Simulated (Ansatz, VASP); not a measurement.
# Two plane-wave programs on C

File INCAR:

```
SYSTEM = C
ALGO = Normal
EDIFF = 1E-6
ENCUT = 520
GGA = PS
ISIF = 2
ISMEAR = 0
LASPH = .TRUE.
LCHARG = .FALSE.
LREAL = .FALSE.
LWAVE = .FALSE.
NBANDS = 11
NELM = 80
PREC = Accurate
SIGMA = 0.05
```

The input KPOINTS:

```
k-points
0
G
  15 15 15
  0 0 0
```

The input POSCAR:

```
C
1.0
    1.2280263465      0.7090013417      3.2633355684
   -1.2280263465      0.7090013417      3.2633355684
    0.0000000000     -1.4180026834      3.2633355684
C
2
Direct
    0.1640000000      0.1640000000      0.1640000000
    0.8360000000      0.8360000000      0.8360000000
```

Input for Ansatz:

```yaml
crystal:
  lattice:
    - [1.2280263465, 0.7090013417, 3.2633355684]
    - [-1.2280263465, 0.7090013417, 3.2633355684]
    - [0.0, -1.4180026834, 3.2633355684]
  atoms:
    - { symbol: C, position: [0.164, 0.164, 0.164] }
    - { symbol: C, position: [0.836, 0.836, 0.836] }
basis:
  ecutwfc: 420
kpoints:
  mp_grid: { grid: [15, 15, 15] }
hamiltonian:
  xc: pbesol
scf:
  occupations: { method: gaussian, width: 0.05 }
output:
  forces: true
  stress: true
  eigenvalues: true
```

Change from the starting cell: strain +0.000 along x and y, -0.025 along z, atoms carried along.

Alike in both runs: task single point; functional PBEsol; k mesh 15 × 15 × 15; occupations gaussian, width 0.05 eV; no spin polarisation.

```csv
,VASP,Ansatz
version,VASP 6.6.1,Ansatz 0.2.0
potentials or method,"VASP PAW PBE potentials, release 64 (C), cutoff 520 eV","scalar-relativistic, plane waves, PAW"
valence electrons in the cell,8,8
```

```csv
,VASP,Ansatz,Ansatz less VASP
gap on the k mesh at the Fermi level (eV),0.88,0.88,-0.001
least direct gap on the mesh (eV),0.88,0.88,-0.001
pressure (GPa),2.1,1.4,-0.70
"traceless stress, the component that is largest in VASP (GPa)",-0.48,0.28,+0.764
rms of the force components (eV/Å),0.480,0.482,+0.0027
```

VASP's potentials were made for PBE, not for PBEsol. Atom by atom the forces differ by 0.003 eV/Å (rms over components).
